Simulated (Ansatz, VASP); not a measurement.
# Hf: VASP beside Ansatz

```xyz
1
Lattice="0.0000 2.2426 2.2426 2.2426 0.0000 2.2426 2.2426 2.2426 0.0000" Properties=species:S:1:pos:R:3 pbc="T T T"
Hf    0.0000    0.0000    0.0000
```

Alike in both runs: functional PBE; k mesh 22 × 22 × 22; occupations gaussian, width 0.1 eV; no spin polarisation.

Ansatz relaxed the structure, and its values are those at the end. VASP's run is a single point on that final structure, the one shown.

|  | VASP | Ansatz |
| --- | --- | --- |
| version | VASP 6.6.1 | Ansatz 0.2.0 |
| potentials or method | VASP PAW PBE potentials, release 64 (Hf_pv), cutoff 520 eV | scalar-relativistic, plane waves, PAW |
| valence electrons in the cell | 10 | 26 |

|  | VASP | Ansatz | Ansatz less VASP |
| --- | --- | --- | --- |
| gap on the k mesh at the Fermi level (eV) | none | none | - |
| pressure (GPa) | -0.5 | 0.0 | +0.44 |

A gap of «none» marks a metal or a gap that the smearing closes. VASP's potentials hold 10 valence electrons a cell and Ansatz's 26, so a difference there can come from the potentials and not from the codes.

Neither program's run includes spin-orbit coupling.
